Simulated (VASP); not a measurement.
Write the native input for VASP 6.6.1 that does the following.

```
Task                   : relaxation of cell and atoms
Functional             : PBEsol
Potentials or basis    : VASP PAW PBE potentials, release 64 (Cs_sv)
Cutoff                 : 600 eV
k mesh                 : 5 × 5 × 7
Occupations            : fermi-dirac, width 0.08 eV
Spin                   : no spin polarisation
Target pressure        : 1.8 GPa
Dipole correction      : no
Further INCAR settings : ALGO = Normal; EDIFF = 1e-06; IBRION = 2; EDIFFG = -0.005; NSW = 60; ISIF = 3
```

The structure of Cs lies in POSCAR:

```
Cs
1.0
    7.2440121031      0.0000000000      0.0000000000
   -3.6220060515      6.2734985066      0.0000000000
    0.0000000000      0.0000000000      4.4912875039
Cs
3
Direct
    0.0000000000      0.0000000000      0.0000000000
    0.3333333333      0.6666666667      0.5000000000
    0.6666666667      0.3333333333      0.5000000000
```

This isn't the form of Cs at room conditions, which is bcc.

The input as run:

INCAR

```
SYSTEM = Cs
  ALGO = Normal
  EDIFF = 1E-6
  EDIFFG = -0.005
  ENCUT = 600
  GGA = PS
  IBRION = 2
  ISIF = 3
  ISMEAR = -1
  LASPH = .True.
  LCHARG = .False.
  LREAL = .False.
  LWAVE = .False.
  NELM = 100
  NSW = 60
  PREC = Accurate
  PSTRESS = 18.0
  SIGMA = 0.08
```

KPOINTS

```
k-points
0
Gamma
  5 5 7
  0 0 0
```

Potentials or basis: VASP PAW PBE potentials, release 64 (Cs_sv).

Launch:

```console
$ cat potpaw_PBE.64/Cs_sv/POTCAR > POTCAR
$ mpirun -np 1 vasp_std > vasp.out
```

It gave:

```json
{
 "Relaxed volume": "68.88 Å³/atom",
 "Relaxed cell": "a = 7.361 Å, b = 7.361 Å, c = 4.404 Å, α = 90.00°, β = 90.00°, γ = 120.00°",
 "Space group after relaxing (to 0.1 Å)": "P6/mmm (No. 191)",
 "Energy change on relaxing (the run minimises the enthalpy)": "-11.4 meV/atom",
 "Ionic steps": "7",
 "Pressure after relaxing": "1.8 GPa",
 "Band gap on the k mesh": "zero (an odd number of electrons rules out a gap without spin polarisation)"
}
```

Caveat: the cell is relaxed towards a set pressure, so the run minimises the enthalpy, not the energy; the PAW data sets were made with another functional, which shifts forces and pressure a little; spin-orbit coupling is left out, which moves the levels of the heavy elements.

Run time: 9.7 min on 1 thread of Intel Xeon 8259CL, on a shared host, peak memory 0.39 GiB.
